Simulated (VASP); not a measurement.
# LiH (Fm-3m) in VASP: G0W0 quasiparticle levels with PBE

Aim: the G0W0 quasiparticle levels of LiH with PBE.

Program: VASP 6.6.1. These are calculated values, not measurements. Logs are shortened: lines on timing, memory, paths and dates and some standing lists are left out, and cuts for length are marked.

## (1) The cell of the first run

The structure is cubic, space group Fm-3m (No. 225). Conventional cell: a = 4.007 Å, b = 4.007 Å, c = 4.007 Å, α = 90.00°, β = 90.00°, γ = 90.00°. Within 2.7 Å of Li (site symmetry m-3m) lie 6 H at 2.00 Å. H (site symmetry m-3m) has 6 Li at 2.00 Å within 2.7 Å.

## (2) G0W0 quasiparticle levels, PBE

Contents of POSCAR:

```
LiH
1.0
    0.0000000000      2.0035500380      2.0035500380
    2.0035500380      0.0000000000      2.0035500380
    2.0035500380      2.0035500380      0.0000000000
Li H
1 1
Direct
    0.0000000000      0.0000000000      0.0000000000
    0.5000000000      0.5000000000      0.5000000000
```

Contents of INCAR.step1:

```
PREC = Accurate
ENCUT = 500
EDIFF = 1E-8
ISMEAR = 0
SIGMA = 0.01
LREAL = F
LASPH = T
NELM = 100
ALGO = Normal
LWAVE = T
LCHARG = F
GGA = PE
```

Contents of INCAR.step2:

```
PREC = Accurate
ENCUT = 500
EDIFF = 1E-8
ISMEAR = 0
SIGMA = 0.01
LREAL = F
LASPH = T
NELM = 1
ALGO = Exact
LWAVE = T
LCHARG = F
GGA = PE
NBANDS = 120
LOPTICS = T
ISTART = 1
```

Contents of INCAR.step3:

```
PREC = Accurate
ENCUT = 500
EDIFF = 1E-8
ISMEAR = 0
SIGMA = 0.01
LREAL = F
LASPH = T
ALGO = EVGW0
LWAVE = F
LCHARG = F
GGA = PE
NELMGW = 1
NBANDS = 120
ENCUTGW = 200
NOMEGA = 96
PRECFOCK = Fast
ISTART = 1
NBANDSGW = 9
OMEGAMAX = 20
```

Contents of KPOINTS:

```
regular mesh
0
Gamma
  6 6 6
```

Potentials or basis: VASP PAW PBE potentials, release 64 (Li_GW, H_GW).

On the command line:

```console
> cat potpaw_PBE.64/Li_GW/POTCAR potpaw_PBE.64/H_GW/POTCAR > POTCAR
> cp INCAR.step1 INCAR
> mpirun -np 1 vasp_std > vasp.out
> cp INCAR.step2 INCAR
> mpirun -np 1 vasp_std > vasp.out
> cp INCAR.step3 INCAR
> mpirun -np 1 vasp_std > vasp.out
```

OUTCAR:

```text
PREC = Accurate
   ENCUT = 500
   EDIFF = 1E-8
   ISMEAR = 0
   LREAL = F
   LASPH = T
   GGA = PE
   NELMGW = 1
   ENCUTGW = 200
   PRECFOCK = Fast
   ISTART = 1

 ion  position               nearest neighbor table
   1  0.000  0.000  0.000-   2 2.00   2 2.00   2 2.00   2 2.00   2 2.00   2 2.00
   2  0.500  0.500  0.500-   1 2.00   1 2.00   1 2.00   1 2.00   1 2.00   1 2.00

  LATTYP: Found a face centered cubic cell.
 ALAT       =     4.0071000760

  Lattice vectors:

 A1 = (   0.0000000000,   2.0035500380,   2.0035500380)
 A2 = (   2.0035500380,   0.0000000000,   2.0035500380)
 A3 = (   2.0035500380,   2.0035500380,   0.0000000000)

Analysis of symmetry for initial positions (statically):
=====================================================================
 Subroutine PRICEL returns:
 Original cell was already a primitive cell.

 Routine SETGRP: Setting up the symmetry group for a
 face centered cubic supercell.

 Subroutine GETGRP returns: Found 48 space group operations
 (whereof 48 operations were pure point group operations)
 out of a pool of 48 trial point group operations.

The static configuration has the point symmetry O_h .

Analysis of symmetry for dynamics (positions and initial velocities):
=====================================================================
 Subroutine PRICEL returns:
 Original cell was already a primitive cell.

 Routine SETGRP: Setting up the symmetry group for a
 face centered cubic supercell.

 Subroutine GETGRP returns: Found 48 space group operations
 (whereof 48 operations were pure point group operations)
 out of a pool of 48 trial point group operations.

The dynamic configuration has the point symmetry O_h .

 Subroutine INISYM returns: Found 48 space group operations
 (whereof 48 operations are pure point group operations),
 and found     1 'primitive' translations

----------------------------------------------------------------------------------------

                                     Primitive cell

  volume of cell :      16.0854

  direct lattice vectors                    reciprocal lattice vectors
     0.000000000  2.003550038  2.003550038    -0.249557032  0.249557032  0.249557032
     2.003550038  0.000000000  2.003550038     0.249557032 -0.249557032  0.249557032
     2.003550038  2.003550038  0.000000000     0.249557032  0.249557032 -0.249557032

  length of vectors
     2.833447637  2.833447637  2.833447637     0.432245458  0.432245458  0.432245458

  position of ions in fractional coordinates (direct lattice)
     0.000000000  0.000000000  0.000000000
     0.500000000  0.500000000  0.500000000

  ion indices of the primitive-cell ions
   primitive index   ion index
                 1           1
                 2           2

----------------------------------------------------------------------------------------

 KPOINTS: regular mesh

Automatic generation of k-mesh.
 Grid dimensions read from file:
 generate k-points for:    6    6    6

 Generating k-lattice:

  Cartesian coordinates                     Fractional coordinates (reciprocal lattice)
    -0.041592839  0.041592839  0.041592839     0.166666667  0.000000000  0.000000000
     0.041592839 -0.041592839  0.041592839     0.000000000  0.166666667  0.000000000
     0.041592839  0.041592839 -0.041592839     0.000000000  0.000000000  0.166666667

  Length of vectors
     0.072040910  0.072040910  0.072040910

  Shift w.r.t. Gamma in fractional coordinates (k-lattice)
     0.000000000  0.000000000  0.000000000

 Subroutine IBZKPT returns following result:
 ===========================================

 Found     16 irreducible k-points:

 Following reciprocal coordinates:
            Coordinates               Weight
  0.000000  0.000000  0.000000      1.000000
  0.166667  0.000000  0.000000      8.000000
  0.333333  0.000000  0.000000      8.000000
  0.500000  0.000000  0.000000      4.000000
  0.166667  0.166667  0.000000      6.000000
  0.333333  0.166667  0.000000     24.000000
[... 8 lines left out ...]
 -0.333333  0.333333  0.166667     24.000000
 -0.333333  0.500000  0.166667     12.000000
   k-points           NKPTS =     16   k-points in BZ     NKDIM =    216   number of bands    NBANDS=    120
   number of dos      NEDOS =    301   number of ions     NIONS =      2
   total plane-waves  NPLWV =  13824
   dimension x,y,z NGX =    24 NGY =   24 NGZ =   24
   dimension x,y,z NGXF=    48 NGYF=   48 NGZF=   48
   ions per type =               1   1
   NGX,Y,Z   is equivalent  to a cutoff of  14.08, 14.08, 14.08 a.u.
   NGXF,Y,Z  is equivalent  to a cutoff of  28.16, 28.16, 28.16 a.u.
 SYSTEM =  unknown system
   PREC   = accura    normal or accurate (medium, high low for compatibility)
   ISTART =      1    job   : 0-new  1-cont  2-samecut
   ICHARG =      0    charge: 1-file 2-atom 10-const
   ISPIN  =      1    spin polarized calculation?
   LNONCOLLINEAR =      F non collinear calculations
   LSORBIT =      F    spin-orbit coupling
   LASPH  =      T    aspherical Exc in radial PAW
   ENCUT  =  500.0 eV  36.75 Ry    6.06 a.u.   5.17  5.17  5.17*2*pi/ulx,y,z
   NELM   =     60;   NELMIN=  2; NELMDL=  0     # of ELM steps
   EDIFF  = 0.1E-07   stopping-criterion for ELM
   LREAL  =      F    real-space projection
   EDIFFG = 0.1E-06   stopping-criterion for IOM
   NSW    =      0    number of steps for IOM
   IBRION =     -1    ionic relax: 0-MD 1-quasi-New 2-CG
   NFREE  =      0    steps in history (QN), initial steepest desc. (CG)
   ISIF   =      0    stress and relaxation
   ISYM   =      3    0-nonsym 1-usesym 2-fastsym
   POTIM  = 0.5000    time-step for ionic-motion
   TEBEG  =    0.0;   TEEND  =   0.0 temperature during run
   PSTRESS=    0.0 pullay stress
   NELECT =       2.0000    total number of electrons
   NUPDOWN=      -1.0000    fix difference up-down
   EMIN   =  10.00;   EMAX   =-10.00  energy-range for DOS
   EFERMI =   0.00;   METHOD = LEGACY
   ISMEAR =     0;   SIGMA  =   0.01  broadening in eV -4-tet -1-fermi 0-gaus
   EFERMI_NEDOS =   21; number of points for ismear=-14 and -15
   IALGO  =     38    algorithm
   IMIX   =      4    mixing-type and parameters
     AMIX     =   0.40;   BMIX     =  1.00
     AMIX_MAG =   1.60;   BMIX_MAG =  1.00
  volume/ion in A,a.u.               =       8.04        54.27
  Fermi-wavevector in a.u.,A,eV,Ry     =   0.817099  1.544093  9.083939  0.667651
  Thomas-Fermi vector in A             =   1.927486
   LORBIT       =      0    0 simple, 1 ext, 2 COOP (PROOUT), +10 PAW based schemes
   GGA     = PE    functional components
   LHFCALC =     T    Hartree Fock is set to
   PRECFOCK=fast      Normal, Fast or Accurate (Low or Medium for compatibility)
   ENCUT4O =  -1.0   cutoff for four orbital integrals eV
   NKREDX  =     1    reduce k-point grid by
   NKREDY  =     1    reduce k-point grid by
   NKREDZ  =     1    reduce k-point grid by
   AEXX    =    1.0000 exact exchange contribution
   HFSCREEN=    0.0000 screening length (either q_TF or 0.3 A-1)
   HFSCREENC=   0.0000 screening length for correlation (either q_TF or 0.3 A-1)
   ENCUTFOCK=  -1.0 apply spherical cutoff to Coloumb kernel
   IVDW    =     0    specifies the selected vdW correction
   LEPSILON=     F    determine dielectric tensor
   LRPA    =     F    only Hartree local field effects (RPA)
   LRPAFORCE           =     F    calculate RPA forces
   ENCUTGW             = 200.0    cutoff for response function in eV
   ENCUTGWSOFT         = 160.0    soft cutoff for Coulomb kernel in GW response function in eV
   ENCUTLF             =  -1.0    cutoff for local field effects
   NELMGW              =     1    number of iterations in solving QP/BSE equation
   NELMHF              =     1    number of iterations in the inner HF iteration
   NKREDLFX            =     1    NKREDLFY  =   1   NKREDLFZ  =   1
 non-spin polarized calculation
 Gauss-broadening in eV      SIGMA  =   0.01
  energy-cutoff  :      500.00
  volume of cell :       16.09
 maximum number of plane-waves:       419
 NGX is ok and might be reduce to    24
  NGX = 12; NGY = 12; NGZ = 12
   NGX = 11   NGY = 11   NGZ = 11
 maximum number of plane-waves:       113

 QP shifts <psi_nk| G(iteration)W_0 |psi_nk>: iteration 1
 for sc-GW calculations column KS-energies equals QP-energies in previous step
 and V_xc(KS)=  KS-energies - (<T + V_ion + V_H > + <T+V_H+V_ion>^1  + <V_x>^1)

 k-point   1 :       0.0000    0.0000    0.0000
  band No.  KS-energies  QP-energies   sigma(KS)   V_xc(KS)     V^pw_x(r,r')   Z            occupation Imag(sigma)

      1      -8.1211      -9.6205     -11.6016      -9.3443     -15.1890       0.6642       2.0000       0.1981
      2      13.4493      13.8996     -10.6361     -11.2927      -4.1573       0.6858       0.0000      -0.8960
      3      15.2548      16.2401      -6.6284      -7.9582      -1.3777       0.7409       0.0000      -0.5365
      4      15.2548      16.2401      -6.6284      -7.9582      -1.3777       0.7409       0.0000      -0.5365
      5      15.2548      16.2401      -6.6284      -7.9582      -1.3777       0.7409       0.0000      -0.5365
      6      19.9794      20.3979      -6.8498      -7.2591      -1.1013       1.0225       0.0000      -2.2492
      7      19.9794      20.3979      -6.8498      -7.2591      -1.1013       1.0225       0.0000      -2.2492
      8      19.9794      20.3979      -6.8498      -7.2591      -1.1013       1.0225       0.0000      -2.2492
      9      21.6250      22.1989      -6.0482      -6.7633      -0.8187       0.8024       0.0000      -1.8270

 k-point   2 :       0.1667    0.0000    0.0000
  band No.  KS-energies  QP-energies   sigma(KS)   V_xc(KS)     V^pw_x(r,r')   Z            occupation Imag(sigma)

      1      -7.6290      -9.1405     -11.6299      -9.4042     -14.9673       0.6791       2.0000       0.1620
      2       9.8514      10.4387      -8.0064      -8.8063      -2.8693       0.7342       0.0000      -0.3604
      3      13.4003      13.9242      -8.9227      -9.6541      -2.9188       0.7163       0.0000      -0.8452
      4      14.4290      15.2926      -6.6363      -7.7855      -1.3692       0.7515       0.0000      -0.5814
      5      14.4290      15.2926      -6.6363      -7.7855      -1.3692       0.7515       0.0000      -0.5814
      6      19.9110      20.5713      -6.4323      -7.2543      -0.9255       0.8033       0.0000      -1.5736
      7      21.2318      22.1869      -6.6217      -7.6727      -1.1431       0.9088       0.0000      -1.9542
      8      21.2318      22.1869      -6.6217      -7.6727      -1.1431       0.9088       0.0000      -1.9542
      9      22.9176      24.0228      -6.8279      -8.0442      -1.4789       0.9086       0.0000      -2.2570
[... 170 lines left out ...]
 k-point  16 :      -0.3333    0.5000    0.1667
  band No.  KS-energies  QP-energies   sigma(KS)   V_xc(KS)     V^pw_x(r,r')   Z            occupation Imag(sigma)

      1      -2.8291      -4.2421     -13.0642     -11.1895     -14.5754       0.7537       2.0000       0.0499
      2       1.3430       1.9613      -6.6281      -7.4153      -3.0926       0.7854       0.0000      -0.0617
      3       4.3655       5.0334      -6.5832      -7.4581      -2.4806       0.7633       0.0000      -0.0879
      4       8.8930       9.5077      -6.9024      -7.7311      -2.1462       0.7418       0.0000      -0.2309
      5      14.8728      15.5760      -7.4921      -8.4528      -1.7570       0.7320       0.0000      -0.7469
      6      17.2056      17.6118      -6.7700      -7.2924      -1.1711       0.7776       0.0000      -1.4675
      7      26.3373      27.5507      -6.0155      -7.3471      -0.8123       0.9112       0.0000      -2.1748
      8      26.5672      28.2120      -6.7549      -8.5712      -1.4329       0.9056       0.0000      -2.3123
      9      33.0856      35.5690      -6.0184      -8.9943      -1.1304       0.8345       0.0000      -2.1314
```

Run time: 80 s. Hardware: 1 thread of Intel Xeon 6975P-C (Granite Rapids), shared host; peak memory 0.41 GiB.

Results:

| Quantity | Value |
| --- | --- |
| Quasiparticle gap | 4.98 eV |
| Least direct quasiparticle gap | 4.98 eV |
| Band gap of the starting levels on the mesh | 2.98 eV |
| Least direct gap of the starting levels on the mesh | 2.98 eV |

Caveat: the k points lie up to 0.45 Å⁻¹ apart; bands, screening cutoff and mesh are small and nothing is extrapolated, so the quasiparticle values aren't converged.
